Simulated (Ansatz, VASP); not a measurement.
Two plane-wave programs on KCl

```
K Cl
1.0
     0.00000    3.10962    3.10962
     3.10962    0.00000    3.10962
     3.10962    3.10962    0.00000
K Cl
1 1
Direct
  0.00000 0.00000 0.00000
  0.50000 0.50000 0.50000
```

Change from the starting cell: hydrostatic strain -1.1%.

Alike in both runs: task single point; functional r2SCAN; k mesh 8 × 8 × 8; no spin polarisation.

|  | VASP | Ansatz |
| --- | --- | --- |
| version | VASP 6.6.1 | Ansatz 0.2.0 |
| potentials or method | VASP PAW PBE potentials, release 64 (K_sv, Cl) | plane waves, PAW |
| plane-wave cutoff (eV) | 520 | 500 |
| occupations | gaussian, width 0.01 eV | fixed |
| valence electrons in the cell | 16 | 16 |

Ansatz gave:

| Property | Result |
| --- | --- |
| gap on the k mesh at the Fermi level (eV) | 5.95 |
| pressure (GPa) | 0.7 |

Problem. Which values does VASP return?

Solution. gap on the k mesh at the Fermi level (eV): 5.96; pressure (GPa): 0.7.

VASP's potentials were made for PBE, not for r2SCAN.
